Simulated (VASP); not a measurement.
# GaP (F-43m) in VASP: notebook

GaP is run at these levels: revPBE+D4, revPBE, BLYP+D3(BJ); tasks: relaxation of cell and atoms, single point.

Program: VASP 6.6.1. These are calculated values, not measurements. Logs are shortened: lines on timing, memory, paths and dates and some standing lists are left out, and cuts for length are marked.

**Experimental background.**

From “Stacking defects in GaP nanowires: Electronic structure and optical properties”, 2018, arxiv:1810.01194, for a bulk crystal of GaP at 10 K: band gap 2.34 eV (indirect).

The results are compared with them further down.

### Step 1. The cell of the first run

It takes space group F-43m (No. 216, cubic). Conventional cell: a = 5.451 Å, b = 5.451 Å, c = 5.451 Å, α = 90.00°, β = 90.00°, γ = 90.00°. Ga (site symmetry -43m) has 4 P at 2.36 Å within 3.1 Å. Within 3.1 Å of P (site symmetry -43m) lie 4 Ga at 2.36 Å.

### Step 2. Relaxation of cell and atoms, revPBE+D4

Input file INCAR:

```
PREC = Accurate
ENCUT = 600
EDIFF = 1E-6
ISMEAR = -1
SIGMA = 0.05
LREAL = False
LASPH = True
NELM = 80
ALGO = Normal
ISIF = 3
LWAVE = False
LCHARG = False
GGA = RE
IVDW = 13
IBRION = 2
NSW = 80
EDIFFG = -0.02
```

Input file KPOINTS:

```
Automatic mesh
0
Gamma
  8 8 8
```

Input file POSCAR:

```
GaP
1.0
    0.0000000000      2.7252500000      2.7252500000
    2.7252500000      0.0000000000      2.7252500000
    2.7252500000      2.7252500000      0.0000000000
Ga P
1 1
Direct
    0.0000000000      0.0000000000      0.0000000000
    0.7500000000      0.7500000000      0.7500000000
```

Potentials or basis: VASP PAW PBE potentials, release 64 (Ga_d, P).

Run with:

```bash
cat potpaw_PBE.64/Ga_d/POTCAR potpaw_PBE.64/P/POTCAR > POTCAR
mpirun -np 1 vasp_std > vasp.out
```

OUTCAR:

```text
PREC = Accurate
   ENCUT = 600
   EDIFF = 1E-6
   ISMEAR = -1
   LREAL = False
   LASPH = True
   NELM = 80
   ISIF = 3
   GGA = RE
   IVDW = 13
   IBRION = 2
   NSW = 80
   EDIFFG = -0.02

 ion  position               nearest neighbor table
   1  0.000  0.000  0.000-   2 2.36   2 2.36   2 2.36   2 2.36
   2  0.750  0.750  0.750-   1 2.36   1 2.36   1 2.36   1 2.36

  LATTYP: Found a face centered cubic cell.
 ALAT       =     5.4505000000

  Lattice vectors:

 A1 = (   0.0000000000,   2.7252500000,   2.7252500000)
 A2 = (   2.7252500000,   0.0000000000,   2.7252500000)
 A3 = (   2.7252500000,   2.7252500000,   0.0000000000)

Analysis of symmetry for initial positions (statically):
=====================================================================
 Subroutine PRICEL returns:
 Original cell was already a primitive cell.

 Routine SETGRP: Setting up the symmetry group for a
 face centered cubic supercell.

 Subroutine GETGRP returns: Found 24 space group operations
 (whereof 24 operations were pure point group operations)
 out of a pool of 48 trial point group operations.

The static configuration has the point symmetry T_d .

Analysis of symmetry for dynamics (positions and initial velocities):
=====================================================================
 Subroutine PRICEL returns:
 Original cell was already a primitive cell.

 Routine SETGRP: Setting up the symmetry group for a
 face centered cubic supercell.

 Subroutine GETGRP returns: Found 24 space group operations
 (whereof 24 operations were pure point group operations)
 out of a pool of 48 trial point group operations.

The dynamic configuration has the point symmetry T_d .

 Subroutine INISYM returns: Found 24 space group operations
 (whereof 24 operations are pure point group operations),
 and found     1 'primitive' translations

----------------------------------------------------------------------------------------

                                     Primitive cell

  volume of cell :      40.4808

  direct lattice vectors                    reciprocal lattice vectors
     0.000000000  2.725250000  2.725250000    -0.183469406  0.183469406  0.183469406
     2.725250000  0.000000000  2.725250000     0.183469406 -0.183469406  0.183469406
     2.725250000  2.725250000  0.000000000     0.183469406  0.183469406 -0.183469406

  length of vectors
     3.854085511  3.854085511  3.854085511     0.317778334  0.317778334  0.317778334

  position of ions in fractional coordinates (direct lattice)
     0.000000000  0.000000000  0.000000000
     0.750000000  0.750000000  0.750000000

  ion indices of the primitive-cell ions
   primitive index   ion index
                 1           1
                 2           2

----------------------------------------------------------------------------------------

 KPOINTS: Automatic mesh

Automatic generation of k-mesh.
 Grid dimensions read from file:
 generate k-points for:    8    8    8

 Generating k-lattice:

  Cartesian coordinates                     Fractional coordinates (reciprocal lattice)
    -0.022933676  0.022933676  0.022933676     0.125000000  0.000000000  0.000000000
     0.022933676 -0.022933676  0.022933676     0.000000000  0.125000000  0.000000000
     0.022933676  0.022933676 -0.022933676     0.000000000  0.000000000  0.125000000

  Length of vectors
     0.039722292  0.039722292  0.039722292

  Shift w.r.t. Gamma in fractional coordinates (k-lattice)
     0.000000000  0.000000000  0.000000000

 Subroutine IBZKPT returns following result:
 ===========================================

 Found     29 irreducible k-points:

 Following reciprocal coordinates:
            Coordinates               Weight
  0.000000  0.000000  0.000000      1.000000
  0.125000  0.000000  0.000000      8.000000
  0.250000  0.000000  0.000000      8.000000
  0.375000  0.000000  0.000000      8.000000
  0.500000  0.000000  0.000000      4.000000
  0.125000  0.125000  0.000000      6.000000
[... 16 lines left out ...]
  0.500000  0.250000  0.125000     48.000000
 -0.375000  0.250000  0.125000     24.000000
 [... further k-points ...]
   k-points           NKPTS =     29   k-points in BZ     NKDIM =     29   number of bands    NBANDS=     13
   number of dos      NEDOS =    301   number of ions     NIONS =      2
   total plane-waves  NPLWV =  32768
   dimension x,y,z NGX =    32 NGY =   32 NGZ =   32
   dimension x,y,z NGXF=    64 NGYF=   64 NGZF=   64
   ions per type =               1   1
   NGX,Y,Z   is equivalent  to a cutoff of  13.80, 13.80, 13.80 a.u.
   NGXF,Y,Z  is equivalent  to a cutoff of  27.61, 27.61, 27.61 a.u.
 SYSTEM =  unknown system
   PREC   = accura    normal or accurate (medium, high low for compatibility)
   ISTART =      0    job   : 0-new  1-cont  2-samecut
   ICHARG =      2    charge: 1-file 2-atom 10-const
   ISPIN  =      1    spin polarized calculation?
   LNONCOLLINEAR =      F non collinear calculations
   LSORBIT =      F    spin-orbit coupling
   LASPH  =      T    aspherical Exc in radial PAW
   ENCUT  =  600.0 eV  44.10 Ry    6.64 a.u.   7.70  7.70  7.70*2*pi/ulx,y,z
   NELM   =     80;   NELMIN=  2; NELMDL= -5     # of ELM steps
   EDIFF  = 0.1E-05   stopping-criterion for ELM
   LREAL  =      F    real-space projection
   EDIFFG = -.2E-01   stopping-criterion for IOM
   NSW    =     80    number of steps for IOM
   IBRION =      2    ionic relax: 0-MD 1-quasi-New 2-CG
   NFREE  =      1    steps in history (QN), initial steepest desc. (CG)
   ISIF   =      3    stress and relaxation
   ISYM   =      2    0-nonsym 1-usesym 2-fastsym
   POTIM  = 0.5000    time-step for ionic-motion
   TEBEG  =    0.0;   TEEND  =   0.0 temperature during run
   PSTRESS=    0.0 pullay stress
   NELECT =      18.0000    total number of electrons
   NUPDOWN=      -1.0000    fix difference up-down
   EMIN   =  10.00;   EMAX   =-10.00  energy-range for DOS
   EFERMI =   0.00;   METHOD = LEGACY
   ISMEAR =    -1;   SIGMA  =   0.05  broadening in eV -4-tet -1-fermi 0-gaus
   EFERMI_NEDOS =   21; number of points for ismear=-14 and -15
   IALGO  =     38    algorithm
   IMIX   =      4    mixing-type and parameters
     AMIX     =   0.40;   BMIX     =  1.00
     AMIX_MAG =   1.60;   BMIX_MAG =  1.00
  volume/ion in A,a.u.               =      20.24       136.59
  Fermi-wavevector in a.u.,A,eV,Ry     =   1.249538  2.361284 21.243377  1.561344
  Thomas-Fermi vector in A             =   2.383574
   LORBIT       =      0    0 simple, 1 ext, 2 COOP (PROOUT), +10 PAW based schemes
   GGA     = RE    functional components
   LHFCALC =     F    Hartree Fock is set to
   AEXX    =    0.0000 exact exchange contribution
   IVDW    =    13    specifies the selected vdW correction
   LEPSILON=     F    determine dielectric tensor
   LRPA    =     F    only Hartree local field effects (RPA)
 conjugate gradient relaxation of ions
 non-spin polarized calculation
  energy-cutoff  :      600.00
  volume of cell :       40.48
 maximum number of plane-waves:      1365
   NGX = 15   NGY = 15   NGZ = 15

--------------------------------------- Ionic step        1  -------------------------------------------

 number of electron      18.0000003 magnetization

 Free energy of the ion-electron system (eV)
  ---------------------------------------------------
  ext. energy  EPLUGINS =         0.00000000
  ---------------------------------------------------
  free energy    TOTEN  =        -8.52926367 eV

  energy without entropy =       -8.52926367  energy(sigma->0) =       -8.52926367

------------------------ aborting loop because EDIFF is reached ----------------------------------------

  DFT-D4 for vdW energy calculation

  Edisp (eV):   -1.40591

  FORCE on cell =-STRESS in cart. coord.  units (eV):
  Direction    XX          YY          ZZ          XY          YZ          ZX
  --------------------------------------------------------------------------------------
  -------------------------------------------------------------------------------------
  Total      -0.57839    -0.57839    -0.57839    -0.00000     0.00000    -0.00000
  in kB     -22.89204   -22.89204   -22.89204    -0.00000     0.00000    -0.00000
  external pressure =      -22.89 kB  Pullay stress =        0.00 kB
[... 61 lines left out ...]
  energy  without entropy=       -9.9404060483  energy(sigma->0) =       -9.94040605

--------------------------------------- Ionic step        3  -------------------------------------------

 number of electron      18.0000007 magnetization

 Free energy of the ion-electron system (eV)
  ---------------------------------------------------
  ext. energy  EPLUGINS =         0.00000000
  ---------------------------------------------------
  free energy    TOTEN  =        -8.49469355 eV

  energy without entropy =       -8.49469354  energy(sigma->0) =       -8.49469355

 E-fermi :   5.7990     XC(G=0):  -9.8357

 val. band max:        4.9975844134   @ k =   0.0000   0.0000   0.0000
 cond. band min:       6.6549537234   @ k =   0.3750   0.3750   0.0000
 fundamental gap:      1.6573693100
 Fermi energy:         5.7989813184

 k-point     1 :       0.0000    0.0000    0.0000
  band No.  band energies     occupation
      1      -9.5942      2.00000
      2      -9.5942      2.00000
      3      -9.5942      2.00000
      4      -9.4861      2.00000
      5      -9.4861      2.00000
      6      -7.6776      2.00000
      7       4.9976      2.00000
      8       4.9976      2.00000
      9       4.9976      2.00000
     10       7.1474      0.00000
     11       8.8980      0.00000
     12       8.8980      0.00000
     13       8.8980      0.00000
[... 353 lines left out ...]
 k-point    24 :      -0.3750    0.2500    0.1250
  band No.  band energies     occupation
      1      -9.6918      2.00000
      2      -9.5605      2.00000
      3      -9.5475      2.00000
      4      -9.4917      2.00000
      5      -9.4781      2.00000
      6      -5.1090      2.00000
      7      -1.5188      2.00000
      8       1.7290      2.00000
      9       3.0006      2.00000
     10       8.5745      0.00000
     11       9.3326      0.00000
     12      11.5577      0.00000
     13      13.0593      0.00000

 [... further k-points ...]

------------------------ aborting loop because EDIFF is reached ----------------------------------------

  DFT-D4 for vdW energy calculation

  Edisp (eV):   -1.44823

  FORCE on cell =-STRESS in cart. coord.  units (eV):
  Direction    XX          YY          ZZ          XY          YZ          ZX
  --------------------------------------------------------------------------------------
  -------------------------------------------------------------------------------------
  Total      -0.00650    -0.00650    -0.00650     0.00000     0.00000     0.00000
  in kB      -0.26442    -0.26442    -0.26442     0.00000     0.00000     0.00000
  external pressure =       -0.26 kB  Pullay stress =        0.00 kB
[... 17 lines left out ...]
  FREE ENERGIE OF THE ION-ELECTRON SYSTEM (eV)
  ---------------------------------------------------
  free  energy   TOTEN  =        -9.9429212483 eV

  energy  without entropy=       -9.9429212459  energy(sigma->0) =       -9.94292125

 reached required accuracy - stopping structural energy minimisation
```

It took 46 s on 1 thread of Intel Xeon 8259CL, shared host; peak memory 0.19 GiB.

Results:

```
Free energy                           : -9.9429 eV
Relaxed volume                        : 19.70 Å³/atom
Relaxed cell                          : a = 3.820 Å, b = 3.820 Å, c = 3.820 Å, α = 60.00°, β = 60.00°, γ = 60.00°
Space group after relaxing (to 0.1 Å) : F-43m (No. 216)
Energy gained by relaxing             : 3.9 meV/atom
Ionic steps                           : 3
Pressure after relaxing               : 0.0 GPa
Band gap on the k mesh                : 1.66 eV (least direct gap 2.15 eV)
Dispersion energy per atom            : -0.724 eV
```

The path:
| step | energy change (eV) | largest force (eV/Å) | pressure (GPa) | volume (Å³) |
| --- | --- | --- | --- | --- |
| 1 | 0.0000 | 0.0000 | -2.29 | 40.48 |
| 2 | -0.0052 | 0.0000 | 1.36 | 38.81 |
| 3 | -0.0077 | 0.0000 | -0.03 | 39.41 |

Final structure:
```
Ga P
1.0
     0.00000    2.70099    2.70099
     2.70099    0.00000    2.70099
     2.70099    2.70099    0.00000
Ga P
1 1
Direct
  0.00000 0.00000 0.00000
  0.75000 0.75000 0.75000
```

Levels at points of the mesh, in eV from the valence-band top:
```csv
k point,band 7,band 8,band 9,band 10,band 11,band 12
"(0.00, 0.00, 0.00)",0.00,0.00,0.00,2.15,3.90,3.90
"(0.50, 0.00, 0.00)",-6.75,-1.15,-1.15,1.82,4.73,4.73
"(0.50, 0.50, 0.00)",-6.85,-2.77,-2.77,1.67,1.85,10.83
```

Caveat: the PAW data sets were made with another functional, which shifts forces and pressure a little. A k mesh can miss the band edges.

### Step 3. Single point, revPBE

This run uses another cell than the first one, of 20.65 Å³/atom.

Input file INCAR:

```
SYSTEM = GaP
PREC     = Accurate       ! precision mode
ENCUT    = 520            ! plane-wave cutoff, eV
EDIFF    = 1E-7           ! SCF threshold, eV
ISMEAR   = -1             ! smearing method
SIGMA    = 0.05           ! smearing width, eV
LREAL    = .False.        ! projectors in reciprocal space
LASPH    = .True.         ! aspherical terms in the spheres
NELM     = 100            ! most SCF steps
ALGO     = Normal         ! electronic algorithm
ISIF     = 2              ! what is computed and relaxed
LWAVE    = .False.        ! write WAVECAR
LCHARG   = .False.        ! write CHGCAR
GGA      = RE             ! functional
NBANDS   = 16             ! bands
```

Input file KPOINTS:

```
Automatic mesh
0
Gamma
  8 8 8
  0 0 0
```

Input file POSCAR:

```
GaP
1.0
    0.0000000000      2.7432985392      2.7432985392
    2.7432985392      0.0000000000      2.7432985392
    2.7432985392      2.7432985392      0.0000000000
Ga P
1 1
Direct
    0.0000000000      0.0000000000      0.0000000000
    0.7500000000      0.7500000000      0.7500000000
```

Potentials or basis: VASP PAW PBE potentials, release 64 (Ga_d, P).

Run with:

```bash
cat potpaw_PBE.64/Ga_d/POTCAR potpaw_PBE.64/P/POTCAR > POTCAR
mpirun -np 1 vasp_std > vasp.out
```

Wall time 31 s (1 thread of Intel Xeon 8259CL, shared host); peak memory 0.17 GiB.

It converged, with:

- Free energy: -8.5450 eV
- Pressure: 2.3 GPa
- Band gap on the k mesh: 1.68 eV (least direct gap 1.76 eV)

Levels at points of the mesh, in eV from the valence-band top:
| k point | band 5 | band 6 | band 7 | band 8 | band 9 | band 10 | band 11 | band 12 | band 13 | band 14 |
| --- | --- | --- | --- | --- | --- | --- | --- | --- | --- | --- |
| (0.00, 0.00, 0.00) | -14.42 | -12.32 | 0.00 | 0.00 | 0.00 | 1.76 | 3.91 | 3.91 | 3.91 | 8.89 |
| (0.50, 0.00, 0.00) | -14.41 | -10.33 | -6.48 | -1.09 | -1.09 | 1.68 | 4.75 | 4.75 | 8.37 | 10.87 |
| (0.50, 0.50, 0.00) | -14.40 | -9.46 | -6.63 | -2.60 | -2.60 | 1.77 | 1.90 | 10.48 | 10.48 | 11.13 |

Caveat: the PAW data sets were made with another functional, which shifts forces and pressure a little.

### Step 4. Single point, revPBE

This run uses another cell than the first one, of 21.05 Å³/atom.

Input file INCAR:

```
PREC = Accurate ; ENCUT = 520
EDIFF = 1E-6 ; ISMEAR = -1
SIGMA = 0.05 ; LREAL = F
LASPH = T ; NELM = 80
ALGO = Normal ; ISIF = 2
LWAVE = F ; LCHARG = T
GGA = RE ; LELF = T
LVHAR = T ; NBANDS = 16
```

Input file KPOINTS:

```
regular mesh
0
Gamma
  8 8 8
```

Input file POSCAR:

```
GaP
1.0
    0.0000000000      2.7611126653      2.7611126653
    2.7611126653      0.0000000000      2.7611126653
    2.7611126653      2.7611126653      0.0000000000
Ga P
1 1
Direct
    0.0000000000      0.0000000000      0.0000000000
    0.7500000000      0.7500000000      0.7500000000
```

Run with:

```bash
cat potpaw_PBE.64/Ga_d/POTCAR potpaw_PBE.64/P/POTCAR > POTCAR
mpirun -np 1 vasp_std > vasp.out
```

Wall time 30 s (1 thread of Intel Xeon 8259CL, shared host); peak memory 0.17 GiB.

It converged, with:

```
Free energy            : -8.5525 eV
Pressure               : 0.6 GPa
Band gap on the k mesh : 1.60 eV
```

Levels at points of the mesh, in eV from the valence-band top:
| k point | band 7 | band 8 | band 9 | band 10 | band 11 | band 12 |
| --- | --- | --- | --- | --- | --- | --- |
| (0.00, 0.00, 0.00) | 0.00 | 0.00 | 0.00 | 1.60 | 3.92 | 3.92 |
| (0.50, 0.00, 0.00) | -6.38 | -1.06 | -1.06 | 1.63 | 4.75 | 4.75 |
| (0.50, 0.50, 0.00) | -6.54 | -2.54 | -2.54 | 1.81 | 1.91 | 10.34 |

Caveat: the PAW data sets were made with another functional, which shifts forces and pressure a little.

[end of part 1 of 2]
